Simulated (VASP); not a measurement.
# MnHg in VASP: further runs

MnHg is run at these levels: PBE; tasks: density of states, electric field gradients.

All numbers are computed with VASP 6.6.1; they aren't measurements. Logs are shortened: lines on timing, memory, paths and dates and some standing lists are left out, and cuts for length are marked.

## (1) The cell of the first run

The structure is cubic, space group Pm-3m (No. 221). Conventional cell: a = 3.315 Å, b = 3.315 Å, c = 3.315 Å, α = 90.00°, β = 90.00°, γ = 90.00°. Within 3.8 Å of Mn (site symmetry m-3m) lie 8 Hg at 2.87 Å and 6 Mn at 3.31 to 3.32 Å. Hg (site symmetry m-3m) has 8 Mn at 2.87 Å and 6 Hg at 3.31 Å within 3.8 Å.

## (2) Density of states, PBE, collinear spin, ferromagnetic start

Contents of POSCAR:

```
MnHg
1.0
    3.3150000000      0.0000000000      0.0000000000
    0.0000000000      3.3150000000      0.0000000000
    0.0000000000      0.0000000000      3.3150000000
Mn Hg
1 1
Direct
    0.5000000000      0.5000000000      0.5000000000
    0.0000000000      0.0000000000      0.0000000000
```

Contents of INCAR.step1:

```
PREC = Accurate
ENCUT = 520
EDIFF = 1E-6
ISMEAR = -1
SIGMA = 0.08
LREAL = F
LASPH = T
NELM = 150
ALGO = Normal
ISIF = 2
LWAVE = F
LCHARG = T
ISPIN = 2
MAGMOM = 4 0
LMAXMIX = 4
GGA = PE
NBANDS = 24
```

Contents of KPOINTS.step1:

```
regular mesh
0
Gamma
  11 11 11
```

Contents of INCAR.step2:

```
PREC = Accurate
ENCUT = 520
EDIFF = 1E-6
ISMEAR = -5
SIGMA = 0.08
LREAL = F
LASPH = T
NELM = 150
ALGO = Normal
ISIF = 2
LWAVE = F
LCHARG = F
ISPIN = 2
MAGMOM = 4 0
LORBIT = 11
LMAXMIX = 4
GGA = PE
NBANDS = 24
NEDOS = 1001
ICHARG = 11
```

Contents of KPOINTS.step2:

```
regular mesh
0
Gamma
  17 17 17
```

Potentials or basis: VASP PAW PBE potentials, release 64 (Mn_pv, Hg).

Started as:

```bash
$ cat potpaw_PBE.64/Mn_pv/POTCAR potpaw_PBE.64/Hg/POTCAR > POTCAR
$ cp INCAR.step1 INCAR
$ cp KPOINTS.step1 KPOINTS
$ mpirun -np 1 vasp_std > vasp.out
$ cp INCAR.step2 INCAR
$ cp KPOINTS.step2 KPOINTS
$ mpirun -np 1 vasp_std > vasp.out
```

OUTCAR:

```text
PREC = Accurate
   ENCUT = 520
   EDIFF = 1E-6
   ISMEAR = -5
   LREAL = F
   LASPH = T
   NELM = 150
   ISIF = 2
   ISPIN = 2
   LORBIT = 11
   GGA = PE
   ICHARG = 11

 ion  position               nearest neighbor table
   1  0.500  0.500  0.500-   2 2.87   2 2.87   2 2.87   2 2.87   2 2.87   2 2.87   2 2.87   2 2.87

   2  0.000  0.000  0.000-   1 2.87   1 2.87   1 2.87   1 2.87   1 2.87   1 2.87   1 2.87   1 2.87

  LATTYP: Found a simple cubic cell.
 ALAT       =     3.3150000000

  Lattice vectors:

 A1 = (   3.3150000000,   0.0000000000,   0.0000000000)
 A2 = (   0.0000000000,   3.3150000000,   0.0000000000)
 A3 = (   0.0000000000,   0.0000000000,   3.3150000000)

Analysis of symmetry for initial positions (statically):
=====================================================================
 Subroutine PRICEL returns:
 Original cell was already a primitive cell.

 Routine SETGRP: Setting up the symmetry group for a
 simple cubic supercell.

 Subroutine GETGRP returns: Found 48 space group operations
 (whereof 48 operations were pure point group operations)
 out of a pool of 48 trial point group operations.

The static configuration has the point symmetry O_h .

Analysis of symmetry for dynamics (positions and initial velocities):
=====================================================================
 Subroutine PRICEL returns:
 Original cell was already a primitive cell.

 Routine SETGRP: Setting up the symmetry group for a
 simple cubic supercell.

 Subroutine GETGRP returns: Found 48 space group operations
 (whereof 48 operations were pure point group operations)
 out of a pool of 48 trial point group operations.

The dynamic configuration has the point symmetry O_h .

Analysis of structural, dynamic, and magnetic symmetry:
=====================================================================
 Subroutine PRICEL returns:
 Original cell was already a primitive cell.

 Routine SETGRP: Setting up the symmetry group for a
 simple cubic supercell.

 Subroutine GETGRP returns: Found 48 space group operations
 (whereof 48 operations were pure point group operations)
 out of a pool of 48 trial point group operations.

The overall configuration has the point symmetry O_h .

 Subroutine INISYM returns: Found 48 space group operations
 (whereof 48 operations are pure point group operations),
 and found     1 'primitive' translations

----------------------------------------------------------------------------------------

                                     Primitive cell

  volume of cell :      36.4293

  direct lattice vectors                    reciprocal lattice vectors
     3.315000000  0.000000000  0.000000000     0.301659125  0.000000000  0.000000000
     0.000000000  3.315000000  0.000000000     0.000000000  0.301659125  0.000000000
     0.000000000  0.000000000  3.315000000     0.000000000  0.000000000  0.301659125

  length of vectors
     3.315000000  3.315000000  3.315000000     0.301659125  0.301659125  0.301659125

  position of ions in fractional coordinates (direct lattice)
     0.500000000  0.500000000  0.500000000
     0.000000000  0.000000000  0.000000000

  ion indices of the primitive-cell ions
   primitive index   ion index
                 1           1
                 2           2

----------------------------------------------------------------------------------------

 KPOINTS: regular mesh

Automatic generation of k-mesh.
 Grid dimensions read from file:
 generate k-points for:   17   17   17

 Generating k-lattice:

  Cartesian coordinates                     Fractional coordinates (reciprocal lattice)
     0.017744654  0.000000000  0.000000000     0.058823529  0.000000000  0.000000000
     0.000000000  0.017744654  0.000000000     0.000000000  0.058823529  0.000000000
     0.000000000  0.000000000  0.017744654     0.000000000  0.000000000  0.058823529

  Length of vectors
     0.017744654  0.017744654  0.017744654

  Shift w.r.t. Gamma in fractional coordinates (k-lattice)
     0.000000000  0.000000000  0.000000000

 TETIRR: Found   2433 inequivalent tetrahedra from    29478

 Subroutine IBZKPT returns following result:
 ===========================================

 Found    165 irreducible k-points:

 Following reciprocal coordinates:
            Coordinates               Weight
  0.000000  0.000000  0.000000      1.000000
  0.058824  0.000000  0.000000      6.000000
  0.117647  0.000000  0.000000      6.000000
  0.176471  0.000000  0.000000      6.000000
  0.235294  0.000000  0.000000      6.000000
  0.294118  0.000000  0.000000      6.000000
[... 16 lines left out ...]
  0.411765  0.117647  0.000000     24.000000
  0.470588  0.117647  0.000000     24.000000
 [... further k-points ...]
   k-points           NKPTS =    165   k-points in BZ     NKDIM =    165   number of bands    NBANDS=     24
   number of dos      NEDOS =   1001   number of ions     NIONS =      2
   total plane-waves  NPLWV =  21952
   dimension x,y,z NGX =    28 NGY =   28 NGZ =   28
   dimension x,y,z NGXF=    56 NGYF=   56 NGZF=   56
   ions per type =               1   1
   NGX,Y,Z   is equivalent  to a cutoff of  14.04, 14.04, 14.04 a.u.
   NGXF,Y,Z  is equivalent  to a cutoff of  28.08, 28.08, 28.08 a.u.
 SYSTEM =  unknown system
   PREC   = accura    normal or accurate (medium, high low for compatibility)
   ISTART =      0    job   : 0-new  1-cont  2-samecut
   ICHARG =     11    charge: 1-file 2-atom 10-const
   ISPIN  =      2    spin polarized calculation?
   LNONCOLLINEAR =      F non collinear calculations
   LSORBIT =      F    spin-orbit coupling
   LASPH  =      T    aspherical Exc in radial PAW
   ENCUT  =  520.0 eV  38.22 Ry    6.18 a.u.   6.16  6.16  6.16*2*pi/ulx,y,z
   NELM   =    150;   NELMIN=  2; NELMDL=  0     # of ELM steps
   EDIFF  = 0.1E-05   stopping-criterion for ELM
   LREAL  =      F    real-space projection
   EDIFFG = 0.1E-04   stopping-criterion for IOM
   NSW    =      0    number of steps for IOM
   IBRION =     -1    ionic relax: 0-MD 1-quasi-New 2-CG
   NFREE  =      0    steps in history (QN), initial steepest desc. (CG)
   ISIF   =      2    stress and relaxation
   ISYM   =      2    0-nonsym 1-usesym 2-fastsym
   POTIM  = 0.5000    time-step for ionic-motion
   TEBEG  =    0.0;   TEEND  =   0.0 temperature during run
   PSTRESS=    0.0 pullay stress
   NELECT =      25.0000    total number of electrons
   NUPDOWN=      -1.0000    fix difference up-down
   EMIN   =  10.00;   EMAX   =-10.00  energy-range for DOS
   EFERMI =   0.00;   METHOD = LEGACY
   ISMEAR =    -5;   SIGMA  =   0.08  broadening in eV -4-tet -1-fermi 0-gaus
   EFERMI_NEDOS =   21; number of points for ismear=-14 and -15
   IALGO  =     38    algorithm
   IMIX   =      4    mixing-type and parameters
     AMIX     =   0.40;   BMIX     =  1.00
     AMIX_MAG =   1.60;   BMIX_MAG =  1.00
  volume/ion in A,a.u.               =      18.21       122.92
  Fermi-wavevector in a.u.,A,eV,Ry     =   1.444014  2.728790 28.370534  2.085175
  Thomas-Fermi vector in A             =   2.562356
   LORBIT       =     11    0 simple, 1 ext, 2 COOP (PROOUT), +10 PAW based schemes
   GGA     = PE    functional components
   LHFCALC =     F    Hartree Fock is set to
   AEXX    =    0.0000 exact exchange contribution
   IVDW    =     0    specifies the selected vdW correction
   LEPSILON=     F    determine dielectric tensor
   LRPA    =     F    only Hartree local field effects (RPA)
 spin polarized calculation
 Fermi weights with tetrahedron method with Bloechl corrections
  energy-cutoff  :      520.00
  volume of cell :       36.43
 maximum number of plane-waves:       996
 NGX is ok and might be reduce to    28

 number of electron      25.0000011 magnetization       3.9214113

 Free energy of the ion-electron system (eV)
  ---------------------------------------------------
  ext. energy  EPLUGINS =         0.00000000
  ---------------------------------------------------
  free energy    TOTEN  =        -8.49140736 eV

  energy without entropy =       -8.49140736  energy(sigma->0) =       -8.49140736

 E-fermi :   5.5521     XC(G=0): -11.6830

 val. band max:        5.6087272800   @ k =   0.4706   0.4706   0.2353
 cond. band min:       5.5193967811   @ k =   0.4706   0.3529   0.2353
 fundamental gap:     -0.0893304989
 Fermi energy:         5.5521398436

 spin component 1

 k-point     1 :       0.0000    0.0000    0.0000
  band No.  band energies     occupation
      1     -44.6371      1.00000
      2     -44.6371      1.00000
      3     -44.6371      1.00000
      4      -4.1226      1.00000
      5      -2.7348      1.00000
      6      -2.7348      1.00000
[... 16 lines left out ...]
     23      22.5671      0.00000
     24      26.3189      0.00000
[... 598 lines left out ...]
      2     -44.6382      1.00000
      3     -44.6360      1.00000
      4      -2.5472      1.00000
      5      -2.3272      1.00000
      6      -2.1123      1.00000
[... 16 lines left out ...]
     23      20.6421      0.00000
     24      26.3710      0.00000

 [... further k-points ...]

 spin component 2

 k-point     1 :       0.0000    0.0000    0.0000
  band No.  band energies     occupation
      1     -40.5888      1.00000
      2     -40.5888      1.00000
      3     -40.5888      1.00000
      4      -3.9021      1.00000
      5      -2.7151      1.00000
      6      -2.7151      1.00000
[... 16 lines left out ...]
     23      22.5965      0.00000
     24      27.2877      0.00000
[... 598 lines left out ...]
      2     -40.5900      1.00000
      3     -40.5873      1.00000
      4      -2.5603      1.00000
      5      -2.3665      1.00000
      6      -2.0626      1.00000
[... 16 lines left out ...]
     23      21.0249      0.00000
     24      26.9126      0.00000

 [... further k-points ...]

------------------------ aborting loop because EDIFF is reached ----------------------------------------

  FORCE on cell =-STRESS in cart. coord.  units (eV):
  Direction    XX          YY          ZZ          XY          YZ          ZX
  --------------------------------------------------------------------------------------
  -------------------------------------------------------------------------------------
  Total       -0.0525913     -0.0525913     -0.0525913     -0.0000000     -0.0000000      0.0000000
  in kB       -2.3129897     -2.3129897     -2.3129897     -0.0000000     -0.0000000      0.0000000
  external PRESSURE =      -2.3129897 kB  Pullay stress =       0.0000000 kB

 VOLUME and BASIS-vectors are now :
 -----------------------------------------------------------------------------
  energy-cutoff  :      520.00
  volume of cell :       36.43
      direct lattice vectors                 reciprocal lattice vectors
     3.315000000  0.000000000  0.000000000     0.301659125  0.000000000  0.000000000
     0.000000000  3.315000000  0.000000000     0.000000000  0.301659125  0.000000000
     0.000000000  0.000000000  3.315000000     0.000000000  0.000000000  0.301659125

 POSITION                                       TOTAL-FORCE (eV/Angst)
 -----------------------------------------------------------------------------------
      1.65750      1.65750      1.65750         0.000000      0.000000      0.000000
      0.00000      0.00000      0.00000         0.000000      0.000000      0.000000
 -----------------------------------------------------------------------------------
    total drift:                                0.000000      0.000000      0.000000

  FREE ENERGIE OF THE ION-ELECTRON SYSTEM (eV)
  ---------------------------------------------------
  free  energy   TOTEN  =        -8.4914073617 eV

  energy  without entropy=       -8.4914073617  energy(sigma->0) =       -8.49140736

 total charge

# of ion       s       p       d       tot
------------------------------------------
    1        0.251   6.174   4.970  11.395
    2        0.817   0.520   9.257  10.594
--------------------------------------------------
tot          1.068   6.694  14.227  21.989

 magnetization (x)

# of ion       s       p       d       tot
------------------------------------------
    1        0.028   0.016   3.791   3.834
    2       -0.043  -0.062   0.047  -0.057
--------------------------------------------------
tot         -0.015  -0.046   3.838   3.777
```

Wall time 2.1 min (1 thread of AMD EPYC 9R45 (Zen 5), shared host); peak memory 0.31 GiB.

What came out:

```yaml
Net_moment: 3.92 μB per cell
Site_moments: Mn +3.83; Hg -0.06 μB
Valence_electrons_inside_the_program's_atomic_spheres: Mn 11.39; Hg 10.59
```

Levels at points of the mesh, in eV from the Fermi level:
Spin up:
```csv
k point,band 12,band 13,band 14,band 15,band 16,band 17
"(0.00, 0.00, 0.00)",-2.09,-2.09,-2.09,4.86,4.86,4.86
```
Spin down:
```tsv
k point	band 9	band 10	band 11	band 12	band 13	band 14
(0.00, 0.00, 0.00)	-7.09	0.31	0.31	1.45	1.45	1.45
```

Caveat: spin-orbit coupling is left out, which moves the levels of the heavy elements; tetrahedron occupations give inexact forces and stress in metals.

[end of part 1 of 2]
